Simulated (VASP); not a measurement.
Wanted: the native input for a VASP 6.6.1 run.

```yaml
Task: relaxation of cell and atoms
Functional: PBE
Potentials_or_basis: VASP PAW PBE potentials, release 64 (W_sv)
Cutoff: 600 eV
k_mesh: 12 × 12 × 12
Occupations: fermi-dirac, width 0.1 eV
Spin: no spin polarisation
Dipole_correction: no
Further_INCAR_settings: ALGO = Normal; EDIFF = 1e-06; IBRION = 2; EDIFFG = -0.01; NSW = 80; ISIF = 3
```

The structure of W lies in POSCAR:

```
W
1.0
    2.5770789429      0.0000000000      0.0000000000
    0.0000000000      2.5770789429      0.0000000000
    0.0000000000      0.0000000000      2.5770789429
W
1
Direct
    0.0000000000      0.0000000000      0.0000000000
```

This isn't the form of W at room conditions, which is bcc.

The input as run:

INCAR

```
PREC     = Accurate       # precision mode
ENCUT    = 600            # plane-wave cutoff, eV
EDIFF    = 1E-6           # SCF threshold, eV
ISMEAR   = -1             # smearing method
SIGMA    = 0.1            # smearing width, eV
LREAL    = F              # projectors in reciprocal space
LASPH    = T              # aspherical terms in the spheres
NELM     = 80             # most SCF steps
ALGO     = Normal         # electronic algorithm
ISIF     = 3              # what is computed and relaxed
LWAVE    = F              # write WAVECAR
LCHARG   = F              # write CHGCAR
GGA      = PE             # functional
IBRION   = 2              # ionic algorithm
NSW      = 80             # ionic steps
EDIFFG   = -0.01          # ionic threshold
```

KPOINTS

```
Automatic mesh
0
Gamma
  12 12 12
```

Potentials or basis: VASP PAW PBE potentials, release 64 (W_sv).

Run with:

```bash
$ cat potpaw_PBE.64/W_sv/POTCAR > POTCAR
$ mpirun -np 1 vasp_std > vasp.out
```

Results of the run:

* Relaxed volume: 18.39 Å³/atom
* Relaxed cell: a = 2.640 Å, b = 2.640 Å, c = 2.640 Å, α = 90.00°, β = 90.00°, γ = 90.00°
* Space group after relaxing (to 0.1 Å): Pm-3m (No. 221)
* Energy gained by relaxing: 69.6 meV/atom
* Ionic steps: 16
* Pressure after relaxing: 0.1 GPa
* Band gap on the k mesh: zero (bands 7 and 8 overlap by 2.47 eV)

Caveat: spin-orbit coupling is left out, which moves the levels of the heavy elements.

Run time: 95 s on 1 thread of Intel Xeon 8259CL (shared host), peak memory 0.16 GiB.
